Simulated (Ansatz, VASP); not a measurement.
## Ge: VASP beside Ansatz

The input INCAR:

```
  ALGO = Fast
  EDIFF = 1E-7
  ENCUT = 520
  GGA = PE
  ISIF = 2
  ISMEAR = 0
  LASPH = T
  LCHARG = F
  LREAL = F
  LWAVE = F
  NBANDS = 21
  NELM = 100
  PREC = Accurate
  SIGMA = 0.02
```

The input KPOINTS:

```
k-points
0
Gamma
  8 8 8
```

POSCAR

```
Ge
1.0
    0.0000000000      2.8289100000      2.8289100000
    2.8289100000      0.0000000000      2.8289100000
    2.8289100000      2.8289100000      0.0000000000
Ge
2
Direct
    0.7500000000      0.7500000000      0.7500000000
    0.5000000000      0.5000000000      0.5000000000
```

input.yaml

```yaml
crystal:
  lattice:
    - [0.0, 2.82891, 2.82891]
    - [2.82891, 0.0, 2.82891]
    - [2.82891, 2.82891, 0.0]
  atoms:
    - { symbol: Ge, position: [0.75, 0.75, 0.75] }
    - { symbol: Ge, position: [0.5, 0.5, 0.5] }
hamiltonian:
  xc: pbe
  pseudopotentials: { kind: paw }
kpoints:
  mp_grid: { grid: [8, 8, 8] }
scf:
  occupations: { method: gaussian, width: 0.02 }
output:
  forces: true
  stress: true
  eigenvalues: true
```

Alike in both runs: task single point; functional PBE; k mesh 8 × 8 × 8; occupations gaussian, width 0.02 eV; no spin polarisation.

|  | VASP | Ansatz |
| --- | --- | --- |
| version | VASP 6.6.1 | Ansatz 0.2.0 |
| potentials or method | VASP PAW PBE potentials, release 64 (Ge_d) | Ansatz PAW |
| plane-wave cutoff (eV) | 520 | 420 |
| valence electrons in the cell | 28 | 28 |

Ansatz gave:

* gap on the k mesh at the Fermi level (eV): 0.03
* least direct gap on the mesh (eV): 0.03
* pressure (GPa): 3.6

Q: Estimate VASP's values.

A: gap on the k mesh at the Fermi level (eV): 0.03; least direct gap on the mesh (eV): 0.03; pressure (GPa): 3.5.
